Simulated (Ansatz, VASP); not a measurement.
**ZnS in VASP and in Ansatz**

The input INCAR:

```
PREC     = Accurate       # precision mode
ENCUT    = 520            # plane-wave cutoff, eV
EDIFF    = 1E-6           # SCF threshold, eV
ISMEAR   = 0              # smearing method
SIGMA    = 0.05           # smearing width, eV
LREAL    = F              # projectors in reciprocal space
LASPH    = T              # aspherical terms in the spheres
NELM     = 80             # most SCF steps
ALGO     = Normal         # electronic algorithm
ISIF     = 2              # what is computed and relaxed
LWAVE    = F              # write WAVECAR
LCHARG   = T              # write CHGCAR
GGA      = PE             # functional
LELF     = T              # ELF
LVHAR    = T            
NBANDS   = 26             # bands
```

File KPOINTS:

```
Automatic mesh
0
Gamma
  9 9 4
```

The input POSCAR:

```
ZnS
1.0
    3.8455587367      0.0000000000      0.0000000000
   -1.9227793683      3.3303515577      0.0000000000
    0.0000000000      0.0000000000      6.3037246770
Zn S
2 2
Direct
    0.3333333333      0.6666666667      0.0052003725
    0.6666666667      0.3333333333      0.5052003725
    0.3333333333      0.6666666667      0.3401405350
    0.6666666667      0.3333333333      0.8401405350
```

Input for Ansatz:

```yaml
crystal:
  lattice:
    - [3.8455587367, 0.0, 0.0]
    - [-1.9227793683, 3.3303515577, 0.0]
    - [0.0, 0.0, 6.303724677]
  atoms:
    - { symbol: Zn, position: [0.3333333333, 0.6666666667, 0.0052003725] }
    - { symbol: Zn, position: [0.6666666667, 0.3333333333, 0.5052003725] }
    - { symbol: S, position: [0.3333333333, 0.6666666667, 0.340140535] }
    - { symbol: S, position: [0.6666666667, 0.3333333333, 0.840140535] }
basis:
  ecutwfc: 520.0
kpoints:
  mp_grid: { grid: [9, 9, 4] }
hamiltonian:
  xc: pbe
scf:
  occupations: { method: gaussian, width: 0.05 }
output:
  forces: true
  stress: true
  eigenvalues: true
```

Alike in both runs: task single point; functional PBE; k mesh 9 × 9 × 4; occupations gaussian, width 0.05 eV; no spin polarisation.

|  | VASP | Ansatz |
| --- | --- | --- |
| version | VASP 6.6.1 | Ansatz 0.2.0 |
| potentials or method | VASP PAW PBE potentials, release 64 (Zn, S), cutoff 520 eV | scalar-relativistic, plane waves, PAW |
| valence electrons in the cell | 36 | 36 |

Ansatz gave:

```
gap on the k mesh at the Fermi level (eV)                     : 1.96
least direct gap on the mesh (eV)                             : 1.96
pressure (GPa)                                                : 2.6
traceless stress, the component that is largest in VASP (GPa) : 10.02
rms of the force components (eV/Å)                            : 1.347
```

Question: Which values does VASP return?

Answer: gap on the k mesh at the Fermi level (eV): 1.97; least direct gap on the mesh (eV): 1.97; pressure (GPa): 2.7; traceless stress, the component that is largest in VASP (GPa): 10.09; rms of the force components (eV/Å): 1.353.

Atom by atom the forces differ by 0.006 eV/Å (rms over components). With one functional, cell and mesh, what is left measures potentials, basis and numerics.
